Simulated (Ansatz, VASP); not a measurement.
## One calculation of Sn, two programs

```
Sn
1.0
    -2.88017    2.94014    1.48905
     3.00011   -2.94014    1.70956
     2.88017    2.94014   -1.48905
Sn
2
Direct
  0.75000 0.25000 0.50000
  0.00000 0.00000 0.00000
```

Change from the starting cell: strain +0.0750 x Voigt [0, 0, 0, 0, 1, 0], atoms carried along.

Alike in both runs: task single point; functional PBE; k mesh 16 × 16 × 16; occupations gaussian, width 0.15 eV; no spin polarisation.

|  | VASP | Ansatz |
| --- | --- | --- |
| version | VASP 6.6.1 | Ansatz 0.2.0 |
| potentials or method | VASP PAW PBE potentials, release 64 (Sn_d), cutoff 520 eV | scalar-relativistic, plane waves, PAW |
| valence electrons in the cell | 28 | 28 |

|  | VASP | Ansatz | Ansatz less VASP |
| --- | --- | --- | --- |
| gap on the k mesh at the Fermi level (eV) | none | none | - |
| pressure (GPa) | 1.5 | 1.6 | +0.06 |
| traceless stress, the component that is largest in VASP (GPa) | -1.71 | -1.71 | 0.000 |
| rms of the force components (eV/Å) | 0.087 | 0.088 | +0.0001 |

Atom by atom the forces differ by 0.000 eV/Å (rms over components). A gap of «none» marks a metal or a gap that the smearing closes. The functional is the same, so the differences come from potentials, cutoffs and numerics.
